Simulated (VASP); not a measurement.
# Ta2N (P-31m) in VASP: further runs

Runs on Ta2N. Level: PBE. Tasks: single point.

All numbers are computed with VASP 6.6.1; they aren't measurements. Logs are shortened: lines on timing, memory, paths and dates and some standing lists are left out, and cuts for length are marked.

## Step 1: The cell of the first run

The structure is trigonal, space group P-31m (No. 162). Conventional cell: a = 5.425 Å, b = 5.425 Å, c = 4.755 Å, α = 90.00°, β = 90.00°, γ = 120.00°. Within 3.2 Å of Ta (site symmetry m) lie 3 N at 2.15 to 2.17 Å and 12 Ta at 2.96 to 3.13 Å. N (site symmetry 32) has 6 Ta at 2.17 Å within 2.9 Å. Within 2.9 Å of N (site symmetry -3m) lie 6 Ta at 2.15 Å.

## Step 2: Single point, PBE (13.47 Å³/atom, c/a of the conventional cell at fixed volume 0.8766)

Input file INCAR:

```
SYSTEM = Ta2N
  ALGO = Normal
  EDIFF = 1E-6
  ENCUT = 520
  GGA = PE
  ISIF = 2
  ISMEAR = 0
  LASPH = .TRUE.
  LCHARG = .TRUE.
  LELF = .TRUE.
  LREAL = .FALSE.
  LVHAR = .TRUE.
  LWAVE = .FALSE.
  NBANDS = 50
  NELM = 80
  PREC = Accurate
  SIGMA = 0.15
```

Input file KPOINTS:

```
k-points
0
G
  9 9 8
  0 0 0
```

Input file POSCAR:

```
Ta2N
1.0
    5.4248118751      0.0000000000      0.0000000000
   -2.7124059375      4.6980248946      0.0000000000
    0.0000000000      0.0000000000      4.7553900897
Ta N
6 3
Direct
    0.6670723593      0.6670723593      0.7528547364
    0.0000000000      0.3329276407      0.7528547364
    0.3329276407      0.0000000000      0.7528547364
    0.3329276407      0.3329276407      0.2471452636
    0.0000000000      0.6670723593      0.2471452636
    0.6670723593      0.0000000000      0.2471452636
    0.6666666667      0.3333333333      0.5000000000
    0.3333333333      0.6666666667      0.5000000000
    0.0000000000      0.0000000000      0.0000000000
```

Potentials or basis: VASP PAW PBE potentials, release 64 (Ta_pv, N).

Run with:

```bash
$ cat potpaw_PBE.64/Ta_pv/POTCAR potpaw_PBE.64/N/POTCAR > POTCAR
$ mpirun -np 1 vasp_std > vasp.out
```

OUTCAR:

```text
SYSTEM = Ta2N
   EDIFF = 1E-6
   ENCUT = 520
   GGA = PE
   ISIF = 2
   ISMEAR = 0
   LASPH = .TRUE.
   LREAL = .FALSE.
   NELM = 80
   PREC = Accurate

 ion  position               nearest neighbor table
   1  0.667  0.667  0.753-   9 2.15   7 2.17   8 2.17   6 2.96   5 2.96   4 2.97   6 3.01   5 3.01
                             4 3.01   2 3.13   3 3.13   2 3.13   3 3.13   3 3.13   2 3.13
   2  0.000  0.333  0.753-   9 2.15   7 2.17   8 2.17   4 2.96   6 2.96   5 2.97   4 3.01   6 3.01
                             5 3.01   3 3.13   1 3.13   1 3.13   3 3.13   3 3.13   1 3.13
   3  0.333  0.000  0.753-   9 2.15   8 2.17   7 2.17   4 2.96   5 2.96   6 2.97   4 3.01   5 3.01
                             6 3.01   2 3.13   1 3.13   1 3.13   2 3.13   1 3.13   2 3.13
   4  0.333  0.333  0.247-   9 2.15   8 2.17   7 2.17   3 2.96   2 2.96   1 2.97   3 3.01   2 3.01
                             1 3.01   5 3.13   6 3.13   5 3.13   6 3.13   6 3.13   5 3.13
   5  0.000  0.667  0.247-   9 2.15   8 2.17   7 2.17   1 2.96   3 2.96   2 2.97   1 3.01   3 3.01
                             2 3.01   6 3.13   4 3.13   4 3.13   6 3.13   6 3.13   4 3.13
   6  0.667  0.000  0.247-   9 2.15   7 2.17   8 2.17   1 2.96   2 2.96   3 2.97   1 3.01   2 3.01
                             3 3.01   5 3.13   4 3.13   4 3.13   5 3.13   4 3.13   5 3.13
   7  0.667  0.333  0.500-   6 2.17   2 2.17   5 2.17   3 2.17   1 2.17   4 2.17
   8  0.333  0.667  0.500-   3 2.17   5 2.17   2 2.17   6 2.17   4 2.17   1 2.17
   9  0.000  0.000  0.000-   2 2.15   5 2.15   3 2.15   6 2.15   1 2.15   4 2.15

  LATTYP: Found a hexagonal cell.
 ALAT       =     5.4248118751
 C/A-ratio  =     0.8766000000

  Lattice vectors:

 A1 = (   5.4248118751,   0.0000000000,   0.0000000000)
 A2 = (  -2.7124059375,   4.6980248946,   0.0000000000)
 A3 = (   0.0000000000,   0.0000000000,   4.7553900897)

Analysis of symmetry for initial positions (statically):
=====================================================================
 Subroutine PRICEL returns:
 Original cell was already a primitive cell.

 Routine SETGRP: Setting up the symmetry group for a
 hexagonal supercell.

 Subroutine GETGRP returns: Found 12 space group operations
 (whereof 12 operations were pure point group operations)
 out of a pool of 24 trial point group operations.

The static configuration has the point symmetry D_3d.

Analysis of symmetry for dynamics (positions and initial velocities):
=====================================================================
 Subroutine PRICEL returns:
 Original cell was already a primitive cell.

 Routine SETGRP: Setting up the symmetry group for a
 hexagonal supercell.

 Subroutine GETGRP returns: Found 12 space group operations
 (whereof 12 operations were pure point group operations)
 out of a pool of 24 trial point group operations.

The dynamic configuration has the point symmetry D_3d.

 Subroutine INISYM returns: Found 12 space group operations
 (whereof 12 operations are pure point group operations),
 and found     1 'primitive' translations

----------------------------------------------------------------------------------------

                                     Primitive cell

  volume of cell :     121.1954

  direct lattice vectors                    reciprocal lattice vectors
     5.424811875  0.000000000  0.000000000     0.184338190  0.106427703  0.000000000
    -2.712405937  4.698024895  0.000000000     0.000000000  0.212855407  0.000000000
     0.000000000  0.000000000  4.755390090     0.000000000  0.000000000  0.210287691

  length of vectors
     5.424811875  5.424811875  4.755390090     0.212855407  0.212855407  0.210287691

  position of ions in fractional coordinates (direct lattice)
     0.667072359  0.667072359  0.752854736
     0.000000000  0.332927641  0.752854736
     0.332927641  0.000000000  0.752854736
     0.332927641  0.332927641  0.247145264
     0.000000000  0.667072359  0.247145264
     0.667072359  0.000000000  0.247145264
     0.666666667  0.333333333  0.500000000
     0.333333333  0.666666667  0.500000000
     0.000000000  0.000000000  0.000000000

  ion indices of the primitive-cell ions
   primitive index   ion index
                 1           1
                 2           2
                 3           3
                 4           4
                 5           5
                 6           6
                 7           7
                 8           8
                 9           9

----------------------------------------------------------------------------------------

 KPOINTS: k-points

Automatic generation of k-mesh.
 Grid dimensions read from file:
 generate k-points for:    9    9    8

 Generating k-lattice:

  Cartesian coordinates                     Fractional coordinates (reciprocal lattice)
     0.020482021  0.011825300  0.000000000     0.111111111  0.000000000  0.000000000
     0.000000000  0.023650601  0.000000000     0.000000000  0.111111111  0.000000000
     0.000000000  0.000000000  0.026285961     0.000000000  0.000000000  0.125000000

  Length of vectors
     0.023650601  0.023650601  0.026285961

  Shift w.r.t. Gamma in fractional coordinates (k-lattice)
     0.000000000  0.000000000  0.000000000

 Subroutine IBZKPT returns following result:
 ===========================================

 Found     81 irreducible k-points:

 Following reciprocal coordinates:
            Coordinates               Weight
  0.000000  0.000000  0.000000      1.000000
  0.111111  0.000000  0.000000      6.000000
  0.222222  0.000000  0.000000      6.000000
  0.333333  0.000000  0.000000      6.000000
  0.444444  0.000000  0.000000      6.000000
  0.111111  0.111111  0.000000      6.000000
[... 16 lines left out ...]
 -0.111111  0.444444  0.125000     12.000000
  0.444444  0.111111  0.125000      6.000000
 [... further k-points ...]
   k-points           NKPTS =     81   k-points in BZ     NKDIM =     81   number of bands    NBANDS=     50
   number of dos      NEDOS =    301   number of ions     NIONS =      9
   total plane-waves  NPLWV =  57600
   dimension x,y,z NGX =    40 NGY =   40 NGZ =   36
   dimension x,y,z NGXF=    80 NGYF=   80 NGZF=   72
   ions per type =               6   3
   NGX,Y,Z   is equivalent  to a cutoff of  12.26, 12.26, 12.59 a.u.
   NGXF,Y,Z  is equivalent  to a cutoff of  24.52, 24.52, 25.17 a.u.
 SYSTEM =  Ta2N
   PREC   = accura    normal or accurate (medium, high low for compatibility)
   ISTART =      0    job   : 0-new  1-cont  2-samecut
   ICHARG =      2    charge: 1-file 2-atom 10-const
   ISPIN  =      1    spin polarized calculation?
   LNONCOLLINEAR =      F non collinear calculations
   LSORBIT =      F    spin-orbit coupling
   LASPH  =      T    aspherical Exc in radial PAW
   ENCUT  =  520.0 eV  38.22 Ry    6.18 a.u.  10.09 10.09  8.84*2*pi/ulx,y,z
   NELM   =     80;   NELMIN=  2; NELMDL= -5     # of ELM steps
   EDIFF  = 0.1E-05   stopping-criterion for ELM
   LREAL  =      F    real-space projection
   EDIFFG = 0.1E-04   stopping-criterion for IOM
   NSW    =      0    number of steps for IOM
   IBRION =     -1    ionic relax: 0-MD 1-quasi-New 2-CG
   NFREE  =      0    steps in history (QN), initial steepest desc. (CG)
   ISIF   =      2    stress and relaxation
   ISYM   =      2    0-nonsym 1-usesym 2-fastsym
   POTIM  = 0.5000    time-step for ionic-motion
   TEBEG  =    0.0;   TEEND  =   0.0 temperature during run
   PSTRESS=    0.0 pullay stress
   NELECT =      81.0000    total number of electrons
   NUPDOWN=      -1.0000    fix difference up-down
   EMIN   =  10.00;   EMAX   =-10.00  energy-range for DOS
   EFERMI =   0.00;   METHOD = LEGACY
   ISMEAR =     0;   SIGMA  =   0.15  broadening in eV -4-tet -1-fermi 0-gaus
   EFERMI_NEDOS =   21; number of points for ismear=-14 and -15
   IALGO  =     38    algorithm
   IMIX   =      4    mixing-type and parameters
     AMIX     =   0.40;   BMIX     =  1.00
     AMIX_MAG =   1.60;   BMIX_MAG =  1.00
  volume/ion in A,a.u.               =      13.47        90.87
  Fermi-wavevector in a.u.,A,eV,Ry     =   1.431334  2.704830 27.874505  2.048718
  Thomas-Fermi vector in A             =   2.551082
   LORBIT       =      0    0 simple, 1 ext, 2 COOP (PROOUT), +10 PAW based schemes
   GGA     = PE    functional components
   LHFCALC =     F    Hartree Fock is set to
   AEXX    =    0.0000 exact exchange contribution
   IVDW    =     0    specifies the selected vdW correction
   LEPSILON=     F    determine dielectric tensor
   LRPA    =     F    only Hartree local field effects (RPA)
 non-spin polarized calculation
 Gauss-broadening in eV      SIGMA  =   0.15
  energy-cutoff  :      520.00
  volume of cell :      121.20
 maximum number of plane-waves:      3281
   NGX = 21   NGY = 21   NGZ = 17

 number of electron      80.9999995 magnetization

 Free energy of the ion-electron system (eV)
  ---------------------------------------------------
  ext. energy  EPLUGINS =         0.00000000
  ---------------------------------------------------
  free energy    TOTEN  =      -103.90740720 eV

  energy without entropy =     -103.87246148  energy(sigma->0) =     -103.88993434

 E-fermi :   7.4038     XC(G=0): -12.9013

 val. band max:        7.4010716607   @ k =   0.0000   0.0000   0.1250
 cond. band min:       7.4075682107   @ k =   0.3333   0.2222   0.3750
 fundamental gap:      0.0064965500
 Fermi energy:         7.4038014199

 k-point     1 :       0.0000    0.0000    0.0000
  band No.  band energies     occupation
      1     -28.3637      2.00000
      2     -27.9860      2.00000
      3     -27.8149      2.00000
      4     -27.8149      2.00000
      5     -27.7933      2.00000
      6     -27.7933      2.00000
[... 42 lines left out ...]
     49      10.9534      0.00000
     50      11.0826      0.00000
[... 1217 lines left out ...]
     49      10.4826      0.00000
     50      10.6457      0.00000

 [... further k-points ...]

------------------------ aborting loop because EDIFF is reached ----------------------------------------

  FORCE on cell =-STRESS in cart. coord.  units (eV):
  Direction    XX          YY          ZZ          XY          YZ          ZX
  --------------------------------------------------------------------------------------
  -------------------------------------------------------------------------------------
  Total       -3.4916149     -3.4916149      9.6937371     -0.0000000      0.0000000      0.0000000
  in kB      -46.1584036    -46.1584036    128.1491333     -0.0000000      0.0000000      0.0000000
  external PRESSURE =      11.9441087 kB  Pullay stress =       0.0000000 kB

 VOLUME and BASIS-vectors are now :
 -----------------------------------------------------------------------------
  energy-cutoff  :      520.00
  volume of cell :      121.20
      direct lattice vectors                 reciprocal lattice vectors
     5.424811875  0.000000000  0.000000000     0.184338190  0.106427703  0.000000000
    -2.712405937  4.698024895  0.000000000     0.000000000  0.212855407  0.000000000
     0.000000000  0.000000000  4.755390090     0.000000000  0.000000000  0.210287691

 POSITION                                       TOTAL-FORCE (eV/Angst)
 -----------------------------------------------------------------------------------
      1.80937      3.13392      3.58012         0.021925      0.037974     -0.046909
     -0.90303      1.56410      3.58012         0.021925     -0.037974     -0.046909
      1.80607      0.00000      3.58012        -0.043849      0.000000     -0.046909
      0.90303      1.56410      1.17527        -0.021925     -0.037974      0.046909
     -1.80937      3.13392      1.17527        -0.021925      0.037974      0.046909
      3.61874      0.00000      1.17527         0.043849     -0.000000      0.046909
      2.71241      1.56601      2.37770         0.000000      0.000000     -0.000000
     -0.00000      3.13202      2.37770         0.000000     -0.000000     -0.000000
      0.00000      0.00000      0.00000         0.000000      0.000000     -0.000000
 -----------------------------------------------------------------------------------
    total drift:                                0.000000      0.000000     -0.000000

  FREE ENERGIE OF THE ION-ELECTRON SYSTEM (eV)
  ---------------------------------------------------
  free  energy   TOTEN  =      -103.9074071978 eV

  energy  without entropy=     -103.8724614782  energy(sigma->0) =     -103.88993434
```

Run time: 3.6 min. Hardware: 1 thread of Intel Xeon 6975P-C (Granite Rapids), shared host; peak memory 0.47 GiB.

Results:

```yaml
Free_energy: -103.9074 eV
Pressure: 1.2 GPa
Largest_force: 0.064 eV/Å
Band_gap_on_the_k_mesh: zero (an odd number of electrons rules out a gap without spin polarisation)
```

Forces on the atoms (eV/Å):
```
Ta   0.022  0.038 -0.047
Ta   0.022 -0.038 -0.047
Ta  -0.044  0.000 -0.047
Ta  -0.022 -0.038  0.047
Ta  -0.022  0.038  0.047
Ta   0.044  0.000  0.047
N    0.000  0.000  0.000
N    0.000  0.000  0.000
N    0.000  0.000  0.000
```

Levels at points of the mesh, in eV from the Fermi level:
| k point | band 38 | band 39 | band 40 | band 41 | band 42 | band 43 | band 44 | band 45 |
| --- | --- | --- | --- | --- | --- | --- | --- | --- |
| (0.00, 0.00, 0.00) | -0.51 | -0.51 | -0.33 | -0.09 | -0.09 | -0.07 | 0.26 | 0.26 |
| (0.00, 0.00, 0.50) | -1.56 | -1.56 | -1.49 | -0.63 | 0.49 | 0.49 | 0.98 | 1.70 |

Caveat: the cell differs from its parent crystal (c/a of the conventional cell at fixed volume 0.8766); the stress differs along the axes, from -5 to 13 GPa; spin-orbit coupling is left out, which moves the levels of the heavy elements.

## Step 3: Single point, PBE

This run uses another cell than the first one, of the same volume but with other edges.

Input file INCAR:

```
SYSTEM = Ta2N
ALGO = Normal ; EDIFF = 1E-7
ENCUT = 520 ; GGA = PE
ISIF = 2 ; ISMEAR = 0
LASPH = .TRUE. ; LCHARG = .FALSE.
LREAL = .FALSE. ; LWAVE = .FALSE.
NBANDS = 50 ; NELM = 100
PREC = Accurate ; SIGMA = 0.15
```

KPOINTS is that of step 2.

Input file POSCAR:

```
Ta2N
1.0
    5.2791162262      0.0000000000      0.0000000000
   -2.6395581131      4.5718487614      0.0000000000
    0.0000000000      0.0000000000      5.0214953543
Ta N
6 3
Direct
    0.6553111351      0.6553111351      0.7528547364
    0.0000000000      0.3446888649      0.7528547364
    0.3446888649      0.0000000000      0.7528547364
    0.3446888649      0.3446888649      0.2471452636
    0.0000000000      0.6553111351      0.2471452636
    0.6553111351      0.0000000000      0.2471452636
    0.6666666667      0.3333333333      0.5000000000
    0.3333333333      0.6666666667      0.5000000000
    0.0000000000      0.0000000000      0.0000000000
```

Potentials or basis: VASP PAW PBE potentials, release 64 (Ta_pv, N).

Run with:

```bash
$ cat potpaw_PBE.64/Ta_pv/POTCAR potpaw_PBE.64/N/POTCAR > POTCAR
$ mpirun -np 1 vasp_std > vasp.out
```

It took 15 min on 1 thread of Intel Xeon 8259CL, shared host; peak memory 0.48 GiB.

The run converged. Its results:

* Free energy: -103.8955 eV
* Pressure: 1.2 GPa
* Largest force: 1.509 eV/Å
* Band gap on the k mesh: zero (an odd number of electrons rules out a gap without spin polarisation)

Forces in eV/Å, atoms in the order of the input:
```
Ta   0.690  1.194  0.612
Ta   0.690 -1.194  0.612
Ta  -1.379  0.000  0.612
Ta  -0.690 -1.194 -0.612
Ta  -0.690  1.194 -0.612
Ta   1.379  0.000 -0.612
N    0.000  0.000  0.000
N    0.000  0.000  0.000
N    0.000  0.000  0.000
```

Stress tensor (GPa, compression positive):
```
 2.50  0.00  0.00
 0.00  2.50  0.00
 0.00  0.00 -1.41
```

Levels at points of the mesh, in eV from the Fermi level:
```csv
k point,band 37,band 38,band 39,band 40,band 41,band 42,band 43,band 44,band 45,band 46
"(0.00, 0.00, 0.00)",-1.78,-1.00,-0.58,-0.58,-0.43,-0.23,-0.23,0.79,0.79,1.87
"(0.00, 0.00, 0.50)",-1.83,-1.83,-1.28,-1.28,-0.88,0.62,0.70,0.70,1.93,1.93
```

Caveat: the cell differs from its parent crystal (atoms shifted along a free coordinate, c/a of the conventional cell at fixed volume 0.9512); spin-orbit coupling is left out, which moves the levels of the heavy elements; forces of over 1 eV/Å act on the atoms, so gaps and moduli don't describe the material at rest.

(Part 1 of 2 ends here.)
